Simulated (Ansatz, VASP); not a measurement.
Two plane-wave programs on TiCo

File POSCAR:

```
TiCo
1.0
    2.9861109900      0.0000000000      0.0000000000
    0.0000000000      2.9861109900      0.0000000000
    0.0000000000      0.0000000000      2.9861109900
Ti Co
1 1
Direct
    0.0000000000      0.0000000000      0.0000000000
    0.5000000000      0.5000000000      0.5000000000
```

INCAR.step1

```
PREC = Accurate ; ENCUT = 660
ISMEAR = 0 ; SIGMA = 0.1
LREAL = F ; LASPH = T
NELM = 120 ; NBANDS = 18
GGA = PE ; ALGO = Normal
EDIFF = 1E-5 ; LWAVE = T
LCHARG = F ; GGA_COMPAT = F
```

INCAR.step2

```
PREC = Accurate ; ENCUT = 660
EDIFF = 1E-6 ; ISMEAR = 0
SIGMA = 0.1 ; LREAL = F
LASPH = T ; NELM = 120
ALGO = Normal ; ISIF = 2
LWAVE = F ; LCHARG = T
METAGGA = R2SCAN ; LMIXTAU = T
LELF = T ; LVHAR = T
NBANDS = 18 ; ISTART = 1
GGA_COMPAT = F
```

KPOINTS

```
Automatic mesh
0
Gamma
  6 6 6
```

Input for Ansatz:

```yaml
crystal:
  lattice:
    - [2.98611099, 0.0, 0.0]
    - [0.0, 2.98611099, 0.0]
    - [0.0, 0.0, 2.98611099]
  atoms:
    - { symbol: Ti, position: [0.0, 0.0, 0.0] }
    - { symbol: Co, position: [0.5, 0.5, 0.5] }
basis:
  ecutwfc: "23 Ha"
kpoints:
  mp_grid: { grid: [6, 6, 6] }
hamiltonian:
  xc: r2scan
scf:
  occupations: { method: gaussian, width: 0.1 }
  max_iter: 78
output:
  forces: true
  stress: true
  eigenvalues: true
```

Alike in both runs: task single point; functional r2SCAN; k mesh 6 × 6 × 6; occupations gaussian, width 0.1 eV; no spin polarisation.

```csv
,VASP,Ansatz
version,VASP 6.6.1,Ansatz 0.2.0
potentials or method,"VASP PAW PBE potentials, release 64 (Ti_sv, Co), cutoff 660 eV","scalar-relativistic, plane waves, PAW"
valence electrons in the cell,21,29
```

VASP gave:

```
gap on the k mesh at the Fermi level (eV) : none
pressure (GPa)                            : -6.1
```

Problem. What did Ansatz give for the same quantities?

Solution. gap on the k mesh at the Fermi level (eV): none; pressure (GPa): -6.4.

VASP's potentials were made for PBE, not for r2SCAN. A gap of «none» marks a metal or a gap that the smearing closes. VASP's potentials hold 21 valence electrons a cell and Ansatz's 29, so a difference there can come from the potentials and not from the codes.
